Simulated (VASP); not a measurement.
The system is KTaO3.

```
CELL_PARAMETERS angstrom
3.98830 0.00000 0.00000
0.00000 3.98830 0.00000
0.00000 0.00000 3.98830
ATOMIC_POSITIONS crystal
Ta 0.00000 0.00000 0.00000
K 0.50000 0.50000 0.50000
O 0.00000 0.00000 0.50000
O 0.00000 0.50000 0.00000
O 0.50000 0.00000 0.00000
```

| Quantity | Value |
| --- | --- |
| Program | VASP 6.6.1 |
| Task | relaxation of cell and atoms |
| Functional | revPBE |
| Potentials or basis | VASP PAW PBE potentials, release 64 (Ta_pv, K_sv, O) |
| Cutoff | 600 eV |
| k mesh | 7 × 7 × 7 |
| Occupations | fermi-dirac, width 0.05 eV |
| Spin | no spin polarisation |

At the start: pressure 9.1 GPa; volume 12.69 Å³/atom.

Q: Where does the relaxation end?

A: Over 3 steps the energy falls by 16.2 meV/atom and the volume is 13.29 Å³/atom (+4.8 %); space group Pm-3m (No. 221, to 0.1 Å) before and after.

Step by step:
```tsv
step	energy change (eV)	largest force (eV/Å)	pressure (GPa)	volume (Å³)
1	0.0000	0.0000	9.09	63.44
2	0.0312	0.0000	-8.84	70.28
3	-0.0810	0.0000	-0.09	66.46
```

Final structure:
```yaml
crystal:
  lattice:
    - [4.05052, 0.00000, 0.00000]
    - [0.00000, 4.05052, 0.00000]
    - [0.00000, 0.00000, 4.05052]
  atoms:
    - { symbol: Ta, position: [0.00000, 0.00000, 0.00000] }
    - { symbol: K, position: [0.50000, 0.50000, 0.50000] }
    - { symbol: O, position: [0.00000, 0.00000, 0.50000] }
    - { symbol: O, position: [0.00000, 0.50000, 0.00000] }
    - { symbol: O, position: [0.50000, 0.00000, 0.00000] }
```

Caveat: the PAW data sets were made with another functional, which shifts forces and pressure a little.
